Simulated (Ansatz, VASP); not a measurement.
**Two plane-wave programs on Be4ZnSe**

```
Be Zn Se
1.0
     3.18833    0.00000    0.00000
    -1.59416    2.76117    0.00000
     0.00000    0.00000    6.73620
Be Zn Se
4 1 1
Direct
  0.33333 0.66667 0.74380
  0.33333 0.66667 0.25620
  0.66667 0.33333 0.74380
  0.66667 0.33333 0.25620
  0.00000 0.00000 0.50000
  0.00000 0.00000 0.00000
```

Change from the starting cell: species swapped into the TiB4Mo type (P6/mmm, No. 191).

Alike in both runs: task relaxation of cell and atoms; functional PBE; k mesh 6 × 6 × 3; occupations gaussian, width 0.2 eV; no spin polarisation.

```csv
,VASP,Ansatz
version,VASP 6.6.1,Ansatz 0.2.0
potentials or method,"VASP PAW PBE potentials, release 64 (Be, Zn, Se), cutoff 600 eV","scalar-relativistic, plane waves, PAW"
valence electrons in the cell,26,36
```

VASP gave:

| Quantity | Value |
| --- | --- |
| gap on the k mesh at the Fermi level, each at its own relaxed structure (eV) | none |
| relaxed volume (Å³/atom) | 12.26 |
| relaxed length of the cell vector where the two differ most in proportion (Å) | 6.049 |

Estimate Ansatz's values.

gap on the k mesh at the Fermi level, each at its own relaxed structure (eV): none; relaxed volume (Å³/atom): 12.17; relaxed length of the cell vector where the two differ most in proportion (Å): 6.035.

A gap of «none» marks a metal or a gap that the smearing closes. VASP's potentials hold 26 valence electrons a cell and Ansatz's 36, so a difference there can come from the potentials and not from the codes.

The k mesh is coarse, so the values compare programs but aren't converged. Noted on VASP's run: the volume moved by over 15 % at a fixed basis, so the end points are rough.
